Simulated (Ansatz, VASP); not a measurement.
**Al: VASP beside Ansatz**

```xyz
1
Lattice="0.0000 1.9916 1.9916 1.9916 0.0000 1.9916 1.9916 1.9916 0.0000" Properties=species:S:1:pos:R:3 pbc="T T T"
Al    0.0000    0.0000    0.0000
```

Alike in both runs: task single point; functional LDA; k mesh 20 × 20 × 20; occupations fermi-dirac, width 0.1 eV; no spin polarisation.

|  | VASP | Ansatz |
| --- | --- | --- |
| version | VASP 6.6.1 | Ansatz 0.2.0 |
| potentials or method | VASP PAW LDA potentials, release 64 (Al), cutoff 520 eV | plane waves (420 eV) with PAW, scalar-relativistic |
| valence electrons in the cell | 3 | 3 |

```tsv
	VASP	Ansatz	Ansatz less VASP
pressure (GPa)	0.1	0.0	-0.07
```

Ansatz warns that its potentials were made for another functional, while VASP's fit it. LDA's correlation is that of Perdew and Zunger in VASP and of Perdew and Wang (1992) in Ansatz.
